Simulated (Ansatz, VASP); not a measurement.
One calculation of Mg, two programs

```xyz
2
Lattice="3.2093 0.0000 0.0000 -1.6046 2.7793 0.0000 0.0000 0.0000 5.2103" Properties=species:S:1:pos:R:3 pbc="T T T"
Mg    1.6047    0.9264    3.9077
Mg    0.0000    1.8529    1.3026
```

Alike in both runs: task relaxation of cell and atoms; functional PBEsol; dispersion D3(BJ); k mesh 10 × 10 × 5; occupations fermi-dirac, width 0.05 eV; no spin polarisation.

|  | VASP | Ansatz |
| --- | --- | --- |
| version | VASP 6.6.1 | Ansatz 0.2.0 |
| potentials or method | VASP PAW PBE potentials, release 64 (Mg), cutoff 600 eV | all-electron LAPW, scalar-relativistic |

|  | VASP | Ansatz | Ansatz less VASP |
| --- | --- | --- | --- |
| relaxed volume (Å³/atom) | 21.40 | 21.40 | +0.002 |
| relaxed cell length with the largest relative difference (Å) | 5.161 | 5.163 | +0.0021 |

VASP's potentials were made for PBE, not for PBEsol. Ansatz ran all-electron here, and VASP with PAW potentials.
